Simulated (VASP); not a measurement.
Write the native input for VASP 6.6.1 that does the following.

```yaml
Task: single point
Functional: PBEsol
Potentials_or_basis: VASP PAW PBE potentials, release 64 (Cr_sv)
Cutoff: 600 eV
k_mesh: 10 × 10 × 10
Occupations: fermi-dirac, width 0.05 eV
Spin: collinear spin, ferromagnetic start
Starting_moments: "[0.8] μB"
Fixed_moment: 0.8 μB
Dipole_correction: no
Second_run: valence_matched
Further_INCAR_settings: ALGO = Normal; EDIFF = 1e-06; NBANDS = 17
```

The structure of Cr lies in POSCAR:

```
Cr
1.0
   -1.4844496776      1.4844496776      1.4844496776
    1.4844496776     -1.4844496776      1.4844496776
    1.4844496776      1.4844496776     -1.4844496776
Cr
1
Direct
    0.0000000000      0.0000000000      0.0000000000
```

These files were run (other wordings do the same):

INCAR

```
PREC = Accurate
ENCUT = 600
EDIFF = 1E-6
ISMEAR = -1
SIGMA = 0.05
LREAL = False
LASPH = True
NELM = 200
ALGO = Normal
ISIF = 2
LWAVE = False
LCHARG = False
ISPIN = 2
MAGMOM = 0.8
LORBIT = 11
NUPDOWN = 0.8
LMAXMIX = 4
GGA = PS
NBANDS = 17
GGA_COMPAT = False
```

KPOINTS

```
regular mesh
0
Gamma
  10 10 10
```

Potentials or basis: VASP PAW PBE potentials, release 64 (Cr_sv).

Launch:

```sh
$ cat potpaw_PBE.64/Cr_sv/POTCAR > POTCAR
$ mpirun -np 1 vasp_std > vasp.out
```

Results of the run:

The pressure is -29.0 GPa and the net moment is 0.80 μB per cell. The site moments are Cr +0.67 μB. The valence electrons inside the program's atomic spheres are Cr 11.69.

Caveat: the PAW data sets were made with another functional, which shifts forces and pressure a little; the total moment is fixed, so each spin has its own Fermi level.

Wall time 61 s on 1 thread of AMD EPYC 7R43 64-Core Processor (Zen 3), on a shared host, peak memory 0.12 GiB.
